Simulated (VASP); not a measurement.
# Al2CdO6 (Fm-3m) in VASP: single point with PBE

Aim: the single point of Al2CdO6 with PBE.

All numbers are computed with VASP 6.6.1; they aren't measurements. Logs are shortened: lines on timing, memory, paths and dates and some standing lists are left out, and cuts for length are marked.

## Step 1: The cell of the first run

Symmetry: Fm-3m, No. 225, cubic system. Conventional cell: a = 7.461 Å, b = 7.461 Å, c = 7.461 Å, α = 90.00°, β = 90.00°, γ = 90.00°. Al (site symmetry -43m) has 6 O at 1.87 Å within 2.5 Å. Cd (site symmetry m-3m) has 12 O at 2.64 Å and 8 Al at 3.23 Å within 3.5 Å. O (site symmetry mmm) has 2 Al at 1.87 Å within 2.5 Å.

## Step 2: Single point, PBE, collinear spin, ferromagnetic start

INCAR reads:

```
SYSTEM = Al2CdO6
  PREC = Accurate
  ENCUT = 520
  EDIFF = 1E-6
  ISMEAR = 0
  SIGMA = 0.1
  LREAL = .False.
  LASPH = .True.
  NELM = 150
  ALGO = Fast
  ISIF = 2
  LWAVE = .False.
  LCHARG = .True.
  ISPIN = 2
  MAGMOM = 0 0 0 0.65 0.65 0.65 0.65 0.65 0.65
  LORBIT = 11
  GGA = PE
  LELF = .True.
  LVHAR = .True.
  NBANDS = 41
```

KPOINTS reads:

```
regular mesh
0
Gamma
  10 10 10
  0 0 0
```

POSCAR reads:

```
Al2CdO6
1.0
    0.0000000000      3.7307199893      3.7307199893
    3.7307199893      0.0000000000      3.7307199893
    3.7307199893      3.7307199893      0.0000000000
Al Cd O
2 1 6
Direct
    0.7500000000      0.7500000000      0.7500000000
    0.2500000000      0.2500000000      0.2500000000
    0.0000000000      0.0000000000      0.0000000000
    0.5000000000      0.0000000000      0.0000000000
    0.0000000000      0.5000000000      0.5000000000
    0.0000000000      0.5000000000      0.0000000000
    0.5000000000      0.0000000000      0.5000000000
    0.0000000000      0.0000000000      0.5000000000
    0.5000000000      0.5000000000      0.0000000000
```

Potentials or basis: VASP PAW PBE potentials, release 64 (Al, Cd, O).

Run with:

```console
cat potpaw_PBE.64/Al/POTCAR potpaw_PBE.64/Cd/POTCAR potpaw_PBE.64/O/POTCAR > POTCAR
mpirun -np 1 vasp_std > vasp.out
```

OUTCAR:

```text
SYSTEM = Al2CdO6
   PREC = Accurate
   ENCUT = 520
   EDIFF = 1E-6
   ISMEAR = 0
   LREAL = .False.
   LASPH = .True.
   NELM = 150
   ISIF = 2
   ISPIN = 2
   LORBIT = 11
   GGA = PE

 ion  position               nearest neighbor table
   1  0.750  0.750  0.750-   4 1.87   5 1.87   6 1.87   7 1.87   8 1.87   9 1.87   3 3.23   3 3.23
                             3 3.23   3 3.23
   2  0.250  0.250  0.250-   4 1.87   5 1.87   6 1.87   7 1.87   8 1.87   9 1.87   3 3.23   3 3.23
                             3 3.23   3 3.23
   3  0.000  0.000  0.000-   4 2.64   6 2.64   8 2.64   5 2.64   7 2.64   8 2.64   5 2.64   6 2.64
                             9 2.64   4 2.64   7 2.64   9 2.64   2 3.23   1 3.23   1 3.23   2 3.23
   4  0.500  0.000  0.000-   1 1.87   2 1.87   3 2.64   3 2.64
   5  0.000  0.500  0.500-   1 1.87   2 1.87   3 2.64   3 2.64
   6  0.000  0.500  0.000-   1 1.87   2 1.87   3 2.64   3 2.64
   7  0.500  0.000  0.500-   1 1.87   2 1.87   3 2.64   3 2.64
   8  0.000  0.000  0.500-   1 1.87   2 1.87   3 2.64   3 2.64
   9  0.500  0.500  0.000-   1 1.87   2 1.87   3 2.64   3 2.64

  LATTYP: Found a face centered cubic cell.
 ALAT       =     7.4614399786

  Lattice vectors:

 A1 = (   0.0000000000,   3.7307199893,   3.7307199893)
 A2 = (   3.7307199893,   0.0000000000,   3.7307199893)
 A3 = (   3.7307199893,   3.7307199893,   0.0000000000)

Analysis of symmetry for initial positions (statically):
=====================================================================
 Subroutine PRICEL returns:
 Original cell was already a primitive cell.

 Routine SETGRP: Setting up the symmetry group for a
 face centered cubic supercell.

 Subroutine GETGRP returns: Found 48 space group operations
 (whereof 48 operations were pure point group operations)
 out of a pool of 48 trial point group operations.

The static configuration has the point symmetry O_h .

Analysis of symmetry for dynamics (positions and initial velocities):
=====================================================================
 Subroutine PRICEL returns:
 Original cell was already a primitive cell.

 Routine SETGRP: Setting up the symmetry group for a
 face centered cubic supercell.

 Subroutine GETGRP returns: Found 48 space group operations
 (whereof 48 operations were pure point group operations)
 out of a pool of 48 trial point group operations.

The dynamic configuration has the point symmetry O_h .

Analysis of structural, dynamic, and magnetic symmetry:
=====================================================================
 Subroutine PRICEL returns:
 Original cell was already a primitive cell.

 Routine SETGRP: Setting up the symmetry group for a
 face centered cubic supercell.

 Subroutine GETGRP returns: Found 48 space group operations
 (whereof 48 operations were pure point group operations)
 out of a pool of 48 trial point group operations.

The overall configuration has the point symmetry O_h .

 Subroutine INISYM returns: Found 48 space group operations
 (whereof 48 operations are pure point group operations),
 and found     1 'primitive' translations

----------------------------------------------------------------------------------------

                                     Primitive cell

  volume of cell :     103.8503

  direct lattice vectors                    reciprocal lattice vectors
     0.000000000  3.730719989  3.730719989    -0.134022387  0.134022387  0.134022387
     3.730719989  0.000000000  3.730719989     0.134022387 -0.134022387  0.134022387
     3.730719989  3.730719989  0.000000000     0.134022387  0.134022387 -0.134022387

  length of vectors
     5.276034806  5.276034806  5.276034806     0.232133584  0.232133584  0.232133584

  position of ions in fractional coordinates (direct lattice)
     0.750000000  0.750000000  0.750000000
     0.250000000  0.250000000  0.250000000
     0.000000000  0.000000000  0.000000000
     0.500000000  0.000000000  0.000000000
     0.000000000  0.500000000  0.500000000
     0.000000000  0.500000000  0.000000000
     0.500000000  0.000000000  0.500000000
     0.000000000  0.000000000  0.500000000
     0.500000000  0.500000000  0.000000000

  ion indices of the primitive-cell ions
   primitive index   ion index
                 1           1
[... 70 lines left out ...]
 SYSTEM =  Al2CdO6
   PREC   = accura    normal or accurate (medium, high low for compatibility)
   ISTART =      0    job   : 0-new  1-cont  2-samecut
   ICHARG =      2    charge: 1-file 2-atom 10-const
   ISPIN  =      2    spin polarized calculation?
   LNONCOLLINEAR =      F non collinear calculations
   LSORBIT =      F    spin-orbit coupling
   LASPH  =      T    aspherical Exc in radial PAW
   ENCUT  =  520.0 eV  38.22 Ry    6.18 a.u.   9.81  9.81  9.81*2*pi/ulx,y,z
   NELM   =    150;   NELMIN=  2; NELMDL= -5     # of ELM steps
   EDIFF  = 0.1E-05   stopping-criterion for ELM
   LREAL  =      F    real-space projection
   EDIFFG = 0.1E-04   stopping-criterion for IOM
   NSW    =      0    number of steps for IOM
   IBRION =     -1    ionic relax: 0-MD 1-quasi-New 2-CG
   NFREE  =      0    steps in history (QN), initial steepest desc. (CG)
   ISIF   =      2    stress and relaxation
   ISYM   =      2    0-nonsym 1-usesym 2-fastsym
   POTIM  = 0.5000    time-step for ionic-motion
   TEBEG  =    0.0;   TEEND  =   0.0 temperature during run
   PSTRESS=    0.0 pullay stress
   NELECT =      54.0000    total number of electrons
   NUPDOWN=      -1.0000    fix difference up-down
   EMIN   =  10.00;   EMAX   =-10.00  energy-range for DOS
   EFERMI =   0.00;   METHOD = LEGACY
   ISMEAR =     0;   SIGMA  =   0.10  broadening in eV -4-tet -1-fermi 0-gaus
   EFERMI_NEDOS =   21; number of points for ismear=-14 and -15
   IALGO  =     68    algorithm
   IMIX   =      4    mixing-type and parameters
     AMIX     =   0.40;   BMIX     =  1.00
     AMIX_MAG =   1.60;   BMIX_MAG =  1.00
  volume/ion in A,a.u.               =      11.54        77.87
  Fermi-wavevector in a.u.,A,eV,Ry     =   1.316447  2.487724 23.579347  1.733033
  Thomas-Fermi vector in A             =   2.446559
   LORBIT       =     11    0 simple, 1 ext, 2 COOP (PROOUT), +10 PAW based schemes
   GGA     = PE    functional components
   LHFCALC =     F    Hartree Fock is set to
   AEXX    =    0.0000 exact exchange contribution
   IVDW    =     0    specifies the selected vdW correction
   LEPSILON=     F    determine dielectric tensor
   LRPA    =     F    only Hartree local field effects (RPA)
 spin polarized calculation
 RMM-DIIS sequential band-by-band and
 Gauss-broadening in eV      SIGMA  =   0.10
  energy-cutoff  :      520.00
  volume of cell :      103.85
 maximum number of plane-waves:      2818
   NGX = 19   NGY = 19   NGZ = 19

 number of electron      54.0000006 magnetization       4.0000002

 Free energy of the ion-electron system (eV)
  ---------------------------------------------------
  ext. energy  EPLUGINS =         0.00000000
  ---------------------------------------------------
  free energy    TOTEN  =       -50.53045374 eV

  energy without entropy =      -50.50340852  energy(sigma->0) =      -50.51693113

 E-fermi :   1.9139     XC(G=0): -10.3491

 val. band max:        1.9049803188   @ k =   0.4000   0.3000   0.1000
 cond. band min:       1.9155265025   @ k =  -0.4000   0.4000   0.0000
 fundamental gap:      0.0105461837
 Fermi energy:         1.9139475139

 spin component 1

 k-point     1 :       0.0000    0.0000    0.0000
  band No.  band energies     occupation
      1     -17.0517      1.00000
      2     -15.4063      1.00000
      3     -15.4063      1.00000
      4     -15.4063      1.00000
      5     -14.7498      1.00000
      6     -14.7498      1.00000
[... 997 lines left out ...]
     38      15.5428      0.00000
     39      16.0301      0.00000

 [... further k-points ...]

 spin component 2

 k-point     1 :       0.0000    0.0000    0.0000
  band No.  band energies     occupation
      1     -16.1486      1.00000
      2     -14.3620      1.00000
      3     -14.3620      1.00000
      4     -14.3620      1.00000
      5     -13.6434      1.00000
      6     -13.6434      1.00000
[... 997 lines left out ...]
     38      15.7781      0.00000
     39      16.3730      0.00000

 [... further k-points ...]

 [bands above 39 left out]

------------------------ aborting loop because EDIFF is reached ----------------------------------------

  FORCE on cell =-STRESS in cart. coord.  units (eV):
  Direction    XX          YY          ZZ          XY          YZ          ZX
  --------------------------------------------------------------------------------------
  -------------------------------------------------------------------------------------
  Total        0.0318792      0.0318792      0.0318792      0.0000000      0.0000000     -0.0000000
  in kB        0.4918249      0.4918249      0.4918249      0.0000000      0.0000000     -0.0000000
  external PRESSURE =       0.4918249 kB  Pullay stress =       0.0000000 kB

 VOLUME and BASIS-vectors are now :
 -----------------------------------------------------------------------------
  energy-cutoff  :      520.00
  volume of cell :      103.85
      direct lattice vectors                 reciprocal lattice vectors
     0.000000000  3.730719989  3.730719989    -0.134022387  0.134022387  0.134022387
     3.730719989  0.000000000  3.730719989     0.134022387 -0.134022387  0.134022387
     3.730719989  3.730719989  0.000000000     0.134022387  0.134022387 -0.134022387

 POSITION                                       TOTAL-FORCE (eV/Angst)
 -----------------------------------------------------------------------------------
      5.59608      5.59608      5.59608        -0.000000      0.000000      0.000000
      1.86536      1.86536      1.86536         0.000000      0.000000      0.000000
      0.00000      0.00000      0.00000        -0.000000     -0.000000     -0.000000
      0.00000      1.86536      1.86536        -0.000000     -0.000000     -0.000000
      3.73072      1.86536      1.86536        -0.000000     -0.000000     -0.000000
      1.86536      0.00000      1.86536        -0.000000     -0.000000     -0.000000
      1.86536      3.73072      1.86536        -0.000000     -0.000000     -0.000000
      1.86536      1.86536      0.00000        -0.000000     -0.000000     -0.000000
      1.86536      1.86536      3.73072        -0.000000     -0.000000     -0.000000
 -----------------------------------------------------------------------------------
    total drift:                               -0.000000     -0.000000      0.000000

  FREE ENERGIE OF THE ION-ELECTRON SYSTEM (eV)
  ---------------------------------------------------
  free  energy   TOTEN  =       -50.5304537422 eV

  energy  without entropy=      -50.5034085182  energy(sigma->0) =      -50.51693113

 total charge

# of ion       s       p       d       tot
------------------------------------------
    1        0.305   0.414   0.000   0.718
    2        0.305   0.414   0.000   0.718
    3        0.242   0.164   9.636  10.042
    4        1.581   3.378   0.000   4.959
    5        1.581   3.378   0.000   4.959
    6        1.581   3.378   0.000   4.959
    7        1.581   3.378   0.000   4.959
    8        1.581   3.378   0.000   4.959
    9        1.581   3.378   0.000   4.959
--------------------------------------------------
tot         10.338  21.260   9.636  41.234

 magnetization (x)

# of ion       s       p       d       tot
------------------------------------------
    1       -0.008  -0.011   0.000  -0.019
    2       -0.008  -0.011   0.000  -0.019
    3       -0.024  -0.011   0.016  -0.020
    4        0.008   0.569   0.000   0.577
    5        0.008   0.569   0.000   0.577
    6        0.008   0.569   0.000   0.577
    7        0.008   0.569   0.000   0.577
    8        0.008   0.569   0.000   0.577
    9        0.008   0.569   0.000   0.577
--------------------------------------------------
tot          0.007   3.381   0.016   3.404
```

Wall time 5.6 min (1 thread of Intel Xeon 6975P-C (Granite Rapids), shared host); peak memory 0.48 GiB.

Results:

```yaml
Free_energy: -50.5305 eV
Pressure: 0.0 GPa
Band_gap_on_the_k_mesh: zero (filled and empty bands overlap)
Net_moment: 4.00 μB per cell
Site_moments: Al -0.02; Cd -0.02; O +0.58 μB
Valence_electrons_inside_the_program's_atomic_spheres: Al 0.72; Cd 10.04; O 4.96
```
